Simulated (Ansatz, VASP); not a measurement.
One calculation of SrAlPtC6N6, two programs

```xyz
15
Lattice="0.0000 5.3473 5.3473 5.3473 0.0000 5.3473 5.3473 5.3473 0.0000" Properties=species:S:1:pos:R:3 pbc="T T T"
Sr    8.0210    8.0210    8.0210
Al    5.3473    5.3473    5.3473
Pt    0.0000    0.0000    0.0000
C     2.2108    5.3473    5.3473
C     5.3473    5.3473    2.2108
C     5.3473    8.4838    5.3473
C     8.4838    5.3473    5.3473
C     5.3473    5.3473    8.4838
C     5.3473    2.2108    5.3473
N     3.3829    5.3473    5.3473
N     5.3473    5.3473    3.3829
N     5.3473    7.3117    5.3473
N     7.3117    5.3473    5.3473
N     5.3473    5.3473    7.3117
N     5.3473    3.3829    5.3473
```

Alike in both runs: functional PBE; k mesh 4 × 4 × 4; occupations gaussian, width 0.1 eV; no spin polarisation.

Ansatz relaxed the structure, and its values are those at the end. VASP's run is a single point on that final structure, the one shown.

|  | VASP | Ansatz |
| --- | --- | --- |
| version | VASP 6.6.1 | Ansatz 0.2.0 |
| potentials or method | VASP PAW PBE potentials, release 64 (Sr_sv, Al, Pt_sv_GW, C, N), cutoff 600 eV | scalar-relativistic, plane waves, PAW |
| valence electrons in the cell | 85 | 85 |

Ansatz gave:

```
gap on the k mesh at the Fermi level (eV) : none
pressure (GPa)                            : 0.2
rms of the force components (eV/Å)        : 0.012
```

Task: Estimate VASP's values.

Result: gap on the k mesh at the Fermi level (eV): none; pressure (GPa): 0.4; rms of the force components (eV/Å): 0.195.

A gap of «none» marks a metal or a gap that the smearing closes. One of these differences is far larger than is usual between the two programs; its cause wasn't traced. The functional is the same, so the differences come from potentials, cutoffs and numerics.

Neither program's run includes spin-orbit coupling. Noted on VASP's run: the standard files for N, O and F lose accuracy on very short bonds.
